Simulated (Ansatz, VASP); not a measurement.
## Two plane-wave programs on As

```xyz
2
Lattice="3.4390 0.0000 0.0000 -1.7195 2.9783 0.0000 0.0000 0.0000 28.0000" Properties=species:S:1:pos:R:3 pbc="T T T"
As    0.0000    1.9855   14.8940
As    1.7195    0.9928   13.1060
```

Alike in both runs: task single point; functional PBE; k mesh 9 × 9 × 1; occupations gaussian, width 0.02 eV; no spin polarisation.

```csv
,VASP,Ansatz
version,VASP 6.6.1,Ansatz 0.2.0
potentials or method,"VASP PAW PBE potentials, release 64 (As_d), cutoff 400 eV","scalar-relativistic, plane waves, PAW"
valence electrons in the cell,30,30
```

Ansatz gave:

```
rms of the force components (eV/Å)         : 1.512
work function, face that differs most (eV) : 3.87
```

Task: Estimate VASP's values.

Result: rms of the force components (eV/Å): 1.503; work function, face that differs most (eV): 3.88.

Atom by atom the forces differ by 0.009 eV/Å (rms over components).
